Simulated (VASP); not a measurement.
# Al2Ru (I4/mmm) in VASP: notebook

The runs below take Al2Ru through single point, relaxation of cell and atoms, relaxation of shape and atoms at fixed volume, with PBEsol.

Everything below comes from runs of VASP 6.6.1. Logs are shortened: lines on timing, memory, paths and dates and some standing lists are left out, and cuts for length are marked.

## (1) The cell of the first run

Symmetry: I4/mmm, No. 139, tetragonal system. Conventional cell: a = 3.121 Å, b = 3.121 Å, c = 8.444 Å, α = 90.00°, β = 90.00°, γ = 90.00°. Al (site symmetry 4mm) has 5 Ru at 2.58 to 2.88 Å and 9 Al at 2.69 to 3.12 Å within 3.4 Å. Within 3.4 Å of Ru (site symmetry 4/mmm) lie 10 Al at 2.58 to 2.88 Å and 4 Ru at 3.12 Å.

## (2) Single point, PBEsol

INCAR

```
SYSTEM = Al2Ru
PREC = Accurate ; ENCUT = 520
EDIFF = 1E-7 ; ISMEAR = 0
SIGMA = 0.1 ; LREAL = .False.
LASPH = .True. ; NELM = 60
ALGO = Normal ; ISIF = 2
LWAVE = .False. ; LCHARG = .False.
GGA = PS ; NBANDS = 17
```

KPOINTS

```
Automatic mesh
0
Gamma
  8 8 8
  0 0 0
```

POSCAR

```
Al2Ru
1.0
   -1.5604216200      1.5604216200      4.2218055900
    1.5604216200     -1.5604216200      4.2218055900
    1.5604216200      1.5604216200     -4.2218055900
Al Ru
2 1
Direct
    0.6592021900      0.6592021900      0.0000000000
    0.3407978100      0.3407978100      0.0000000000
    0.0000000000      0.0000000000      0.0000000000
```

Potentials or basis: VASP PAW PBE potentials, release 64 (Al, Ru_pv).

Launch:

```sh
$ cat potpaw_PBE.64/Al/POTCAR potpaw_PBE.64/Ru_pv/POTCAR > POTCAR
$ mpirun -np 1 vasp_std > vasp.out
```

OUTCAR:

```text
SYSTEM = Al2Ru
   PREC = Accurate
   ENCUT = 520
   EDIFF = 1E-7
   ISMEAR = 0
   LREAL = .False.
   LASPH = .True.
   NELM = 60
   ISIF = 2
   GGA = PS

 ion  position               nearest neighbor table
   1  0.659  0.659  0.000-   3 2.58   3 2.58   3 2.58   3 2.58   2 2.69   2 2.69   2 2.69   2 2.69
                             2 2.69   3 2.88
   2  0.341  0.341  0.000-   3 2.58   3 2.58   3 2.58   3 2.58   1 2.69   1 2.69   1 2.69   1 2.69
                             1 2.69   3 2.88
   3  0.000  0.000  0.000-   1 2.58   1 2.58   1 2.58   2 2.58   1 2.58   2 2.58   2 2.58   2 2.58
                             1 2.88   2 2.88

  LATTYP: Found a body centered tetragonal cell.
 ALAT       =     3.1208432400
 C/A-ratio  =     2.7055544065

  Lattice vectors:

 A1 = (  -1.5604216200,   1.5604216200,   4.2218055900)
 A2 = (   1.5604216200,  -1.5604216200,   4.2218055900)
 A3 = (   1.5604216200,   1.5604216200,  -4.2218055900)

Analysis of symmetry for initial positions (statically):
=====================================================================
 Subroutine PRICEL returns:
 Original cell was already a primitive cell.

 Routine SETGRP: Setting up the symmetry group for a
 body centered tetragonal supercell.

 Subroutine GETGRP returns: Found 16 space group operations
 (whereof 16 operations were pure point group operations)
 out of a pool of 16 trial point group operations.

The static configuration has the point symmetry D_4h.

Analysis of symmetry for dynamics (positions and initial velocities):
=====================================================================
 Subroutine PRICEL returns:
 Original cell was already a primitive cell.

 Routine SETGRP: Setting up the symmetry group for a
 body centered tetragonal supercell.

 Subroutine GETGRP returns: Found 16 space group operations
 (whereof 16 operations were pure point group operations)
 out of a pool of 16 trial point group operations.

The dynamic configuration has the point symmetry D_4h.

 Subroutine INISYM returns: Found 16 space group operations
 (whereof 16 operations are pure point group operations),
 and found     1 'primitive' translations

----------------------------------------------------------------------------------------

                                     Primitive cell

  volume of cell :      41.1190

  direct lattice vectors                    reciprocal lattice vectors
    -1.560421620  1.560421620  4.221805590     0.000000000  0.320426219  0.118432739
     1.560421620 -1.560421620  4.221805590     0.320426219  0.000000000  0.118432739
     1.560421620  1.560421620 -4.221805590     0.320426219  0.320426219  0.000000000

  length of vectors
     4.763766756  4.763766756  4.763766756     0.341612757  0.341612757  0.453151105

  position of ions in fractional coordinates (direct lattice)
     0.659202190  0.659202190  0.000000000
     0.340797810  0.340797810  0.000000000
     0.000000000  0.000000000  0.000000000

  ion indices of the primitive-cell ions
   primitive index   ion index
                 1           1
                 2           2
                 3           3

----------------------------------------------------------------------------------------

 KPOINTS: Automatic mesh

Automatic generation of k-mesh.
 Grid dimensions read from file:
 generate k-points for:    8    8    8

 Generating k-lattice:

  Cartesian coordinates                     Fractional coordinates (reciprocal lattice)
     0.000000000  0.040053277  0.014804092     0.125000000  0.000000000  0.000000000
     0.040053277  0.000000000  0.014804092     0.000000000  0.125000000  0.000000000
     0.040053277  0.040053277  0.000000000     0.000000000  0.000000000  0.125000000

  Length of vectors
     0.042701595  0.042701595  0.056643888

  Shift w.r.t. Gamma in fractional coordinates (k-lattice)
     0.000000000  0.000000000  0.000000000

 Subroutine IBZKPT returns following result:
 ===========================================

 Found     59 irreducible k-points:

 Following reciprocal coordinates:
            Coordinates               Weight
  0.000000  0.000000  0.000000      1.000000
  0.125000  0.000000 -0.000000      8.000000
  0.250000  0.000000 -0.000000      8.000000
  0.375000  0.000000  0.000000      8.000000
  0.500000  0.000000 -0.000000      4.000000
  0.125000  0.125000 -0.000000      8.000000
[... 16 lines left out ...]
  0.250000  0.125000  0.125000     16.000000
  0.375000  0.125000  0.125000      8.000000
 [... further k-points ...]
   k-points           NKPTS =     59   k-points in BZ     NKDIM =     59   number of bands    NBANDS=     17
   number of dos      NEDOS =    301   number of ions     NIONS =      3
   total plane-waves  NPLWV =  46656
   dimension x,y,z NGX =    36 NGY =   36 NGZ =   36
   dimension x,y,z NGXF=    72 NGYF=   72 NGZF=   72
   ions per type =               2   1
   NGX,Y,Z   is equivalent  to a cutoff of  12.56, 12.56, 12.56 a.u.
   NGXF,Y,Z  is equivalent  to a cutoff of  25.13, 25.13, 25.13 a.u.
 SYSTEM =  Al2Ru
   PREC   = accura    normal or accurate (medium, high low for compatibility)
   ISTART =      0    job   : 0-new  1-cont  2-samecut
   ICHARG =      2    charge: 1-file 2-atom 10-const
   ISPIN  =      1    spin polarized calculation?
   LNONCOLLINEAR =      F non collinear calculations
   LSORBIT =      F    spin-orbit coupling
   LASPH  =      T    aspherical Exc in radial PAW
   ENCUT  =  520.0 eV  38.22 Ry    6.18 a.u.   8.86  8.86  8.86*2*pi/ulx,y,z
   NELM   =     60;   NELMIN=  2; NELMDL= -5     # of ELM steps
   EDIFF  = 0.1E-06   stopping-criterion for ELM
   LREAL  =      F    real-space projection
   EDIFFG = 0.1E-05   stopping-criterion for IOM
   NSW    =      0    number of steps for IOM
   IBRION =     -1    ionic relax: 0-MD 1-quasi-New 2-CG
   NFREE  =      0    steps in history (QN), initial steepest desc. (CG)
   ISIF   =      2    stress and relaxation
   ISYM   =      2    0-nonsym 1-usesym 2-fastsym
   POTIM  = 0.5000    time-step for ionic-motion
   TEBEG  =    0.0;   TEEND  =   0.0 temperature during run
   PSTRESS=    0.0 pullay stress
   NELECT =      20.0000    total number of electrons
   NUPDOWN=      -1.0000    fix difference up-down
   EMIN   =  10.00;   EMAX   =-10.00  energy-range for DOS
   EFERMI =   0.00;   METHOD = LEGACY
   ISMEAR =     0;   SIGMA  =   0.10  broadening in eV -4-tet -1-fermi 0-gaus
   EFERMI_NEDOS =   21; number of points for ismear=-14 and -15
   IALGO  =     38    algorithm
   IMIX   =      4    mixing-type and parameters
     AMIX     =   0.40;   BMIX     =  1.00
     AMIX_MAG =   1.60;   BMIX_MAG =  1.00
  volume/ion in A,a.u.               =      13.71        92.49
  Fermi-wavevector in a.u.,A,eV,Ry     =   1.287471  2.432967 22.552766  1.657582
  Thomas-Fermi vector in A             =   2.419483
   LORBIT       =      0    0 simple, 1 ext, 2 COOP (PROOUT), +10 PAW based schemes
   GGA     = PS    functional components
   LHFCALC =     F    Hartree Fock is set to
   AEXX    =    0.0000 exact exchange contribution
   IVDW    =     0    specifies the selected vdW correction
   LEPSILON=     F    determine dielectric tensor
   LRPA    =     F    only Hartree local field effects (RPA)
 non-spin polarized calculation
 Gauss-broadening in eV      SIGMA  =   0.10
  energy-cutoff  :      520.00
  volume of cell :       41.12
 maximum number of plane-waves:      1124
   NGX = 17   NGY = 17   NGZ = 17

 number of electron      19.9999999 magnetization

 Free energy of the ion-electron system (eV)
  ---------------------------------------------------
  ext. energy  EPLUGINS =         0.00000000
  ---------------------------------------------------
  free energy    TOTEN  =       -20.32939960 eV

  energy without entropy =      -20.32787755  energy(sigma->0) =      -20.32863858

 E-fermi :  10.5562     XC(G=0): -12.0214

 val. band max:       10.5520668577   @ k =   0.5000   0.5000   0.1250
 cond. band min:      10.6556709710   @ k =   0.3750   0.3750   0.0000
 fundamental gap:      0.1036041133
 Fermi energy:        10.5562189518

 k-point     1 :       0.0000    0.0000    0.0000
  band No.  band energies     occupation
      1     -32.0446      2.00000
      2     -32.0446      2.00000
      3     -31.9690      2.00000
      4      -0.4005      2.00000
      5       5.0919      2.00000
      6       6.6991      2.00000
[... 9 lines left out ...]
     16      16.7564      0.00000
     17      18.2535      0.00000

 k-point     2 :       0.1250    0.0000   -0.0000
  band No.  band energies     occupation
      1     -32.0643      2.00000
      2     -32.0429      2.00000
      3     -31.9671      2.00000
      4      -0.1086      2.00000
      5       5.2184      2.00000
      6       6.7918      2.00000
[... 9 lines left out ...]
     16      17.7071      0.00000
     17      20.1822      0.00000

 k-point     3 :       0.2500    0.0000   -0.0000
  band No.  band energies     occupation
      1     -32.1117      2.00000
      2     -32.0387      2.00000
      3     -31.9626      2.00000
      4       0.7384      2.00000
      5       5.4359      2.00000
      6       6.6163      2.00000
[... 9 lines left out ...]
     16      19.4593      0.00000
     17      21.0775      0.00000

 k-point     4 :       0.3750    0.0000    0.0000
  band No.  band energies     occupation
      1     -32.1587      2.00000
      2     -32.0346      2.00000
      3     -31.9580      2.00000
      4       2.0475      2.00000
      5       5.0554      2.00000
      6       6.1557      2.00000
[... 9 lines left out ...]
     16      20.2268      0.00000
     17      20.6659      0.00000
[... 343 lines left out ...]
      1     -32.1060      2.00000
      2     -32.1035      2.00000
      3     -31.9561      2.00000
      4       1.6612      2.00000
      5       5.7978      2.00000
      6       6.7603      2.00000
[... 9 lines left out ...]
     16      17.8547      0.00000
     17      21.9190      0.00000

 k-point    23 :       0.2500    0.1250    0.1250
  band No.  band energies     occupation
      1     -32.1511      2.00000
      2     -32.0999      2.00000
      3     -31.9516      2.00000
      4       2.8382      2.00000
      5       5.2743      2.00000
      6       6.3729      2.00000
[... 9 lines left out ...]
     16      17.5030      0.00000
     17      20.0904      0.00000

 k-point    24 :       0.3750    0.1250    0.1250
  band No.  band energies     occupation
      1     -32.1702      2.00000
      2     -32.0979      2.00000
      3     -31.9498      2.00000
      4       4.0759      2.00000
      5       4.2868      2.00000
      6       6.2879      2.00000
[... 9 lines left out ...]
     16      18.4898      0.00000
     17      19.0905      0.00000

 [... further k-points ...]

------------------------ aborting loop because EDIFF is reached ----------------------------------------

  FORCE on cell =-STRESS in cart. coord.  units (eV):
  Direction    XX          YY          ZZ          XY          YZ          ZX
  --------------------------------------------------------------------------------------
  -------------------------------------------------------------------------------------
  Total       -0.0299571     -0.0299571     -0.2222925      0.0000000     -0.0000000      0.0000000
  in kB       -1.1672617     -1.1672617     -8.6615036      0.0000000     -0.0000000      0.0000000
  external PRESSURE =      -3.6653423 kB  Pullay stress =       0.0000000 kB

 VOLUME and BASIS-vectors are now :
 -----------------------------------------------------------------------------
  energy-cutoff  :      520.00
  volume of cell :       41.12
      direct lattice vectors                 reciprocal lattice vectors
    -1.560421620  1.560421620  4.221805590     0.000000000  0.320426219  0.118432739
     1.560421620 -1.560421620  4.221805590     0.320426219  0.000000000  0.118432739
     1.560421620  1.560421620 -4.221805590     0.320426219  0.320426219  0.000000000

 POSITION                                       TOTAL-FORCE (eV/Angst)
 -----------------------------------------------------------------------------------
      0.00000      0.00000      5.56605         0.000000      0.000000     -0.062380
      0.00000      0.00000      2.87756        -0.000000     -0.000000      0.062380
      0.00000      0.00000      0.00000         0.000000      0.000000      0.000000
 -----------------------------------------------------------------------------------
    total drift:                                0.000000     -0.000000      0.000000

  FREE ENERGIE OF THE ION-ELECTRON SYSTEM (eV)
  ---------------------------------------------------
  free  energy   TOTEN  =       -20.3293995988 eV

  energy  without entropy=      -20.3278775519  energy(sigma->0) =      -20.32863858
```

It took 42 s on 1 thread of Intel Xeon Platinum 8375C at 2.90GHz (Ice Lake), shared host; peak memory 0.21 GiB.

What came out:

```
Free energy            : -20.3294 eV
Pressure               : -0.4 GPa
Largest force          : 0.062 eV/Å
Band gap on the k mesh : zero (band 10 reaches 10.67 eV, above the bottom of band 11 at 10.55 eV)
```

Forces on the atoms (eV/Å):
```
Al   0.000  0.000 -0.062
Al   0.000  0.000  0.062
Ru   0.000  0.000  0.000
```

Stress tensor (GPa, compression positive):
```
-0.12  0.00  0.00
 0.00 -0.12  0.00
 0.00  0.00 -0.87
```

Caveat: the PAW data sets were made with another functional, which shifts forces and pressure a little.

(Continued in part 2 of 2.)
